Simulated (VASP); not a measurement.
Input of a VASP 6.6.1 run:

Contents of INCAR:

```
PREC     = Accurate       # precision mode
ENCUT    = 600            # plane-wave cutoff, eV
EDIFF    = 1E-6           # SCF threshold, eV
ISMEAR   = 0              # smearing method
SIGMA    = 0.02           # smearing width, eV
LREAL    = F              # projectors in reciprocal space
LASPH    = T              # aspherical terms in the spheres
NELM     = 120            # most SCF steps
ALGO     = Normal         # electronic algorithm
ISIF     = 2              # what is computed and relaxed
LWAVE    = F              # write WAVECAR
LCHARG   = T              # write CHGCAR
GGA      = PE             # functional
LELF     = T              # ELF
LVHAR    = T            
NBANDS   = 11             # bands
GGA_COMPAT= F
```

KPOINTS

```
regular mesh
0
Gamma
  12 12 12
```

The input POSCAR:

```
C
1.0
    0.0000000000      1.7858137516      1.7858137516
    1.7858137516      0.0000000000      1.7858137516
    1.7858137516      1.7858137516      0.0000000000
C
2
Direct
    0.5000000000      0.5000000000      0.5000000000
    0.7500000000      0.7500000000      0.7500000000
```

Potentials or basis: VASP PAW PBE potentials, release 64 (C).

Command:

```sh
$ cat potpaw_PBE.64/C/POTCAR > POTCAR
$ mpirun -np 1 vasp_std > vasp.out
```

Estimate the pressure.

0.0 GPa.

Predict the band gap on the k mesh.

4.14 eV, indirect (least direct gap 5.58 eV).

A k mesh can miss the band edges. PBE gaps usually lie below the measured ones, often by a third to a half.
